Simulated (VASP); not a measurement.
Ni3Ge:

```xyz
4
Lattice="3.5303 0.0000 0.0000 0.0000 3.5303 0.0000 0.0000 0.0000 3.5303" Properties=species:S:1:pos:R:3 pbc="T T T"
Ni    1.7652    0.0000    1.7652
Ni    0.0000    1.7652    1.7652
Ni    1.7652    1.7652    0.0000
Ge    0.0000    0.0000    0.0000
```

Base run:

| Property | Result |
| --- | --- |
| Program | VASP 6.6.1 |
| Functional | LDA |
| Potentials or basis | VASP PAW LDA potentials, release 64 (Ni, Ge_d) |
| Cutoff | 520 eV |
| k mesh | 6 × 6 × 6 |
| Occupations | fermi-dirac, width 0.1 eV |
| Spin | collinear spin, ferromagnetic start |
| Starting moments | [1.33, 1.33, 1.33, 0.33] μB |
| Fixed moment | 4.3 μB |

Its results: pressure 10.1 GPa; site moments Ni +1.22; Ge +0.38 μB.

Q: The run is repeated on the same cell with these changes: fixed moment from 4.3 μB to 1.1 μB; moments at the start from [1.33, 1.33, 1.33, 0.33] to [0.41, 0.41, 0.41, 0.01]. What comes out?

A: Pressure -5.7 GPa; site moments Ni +0.36; Ge +0.02 μB.

Caveats: the total moment is fixed, so each spin has its own Fermi level.
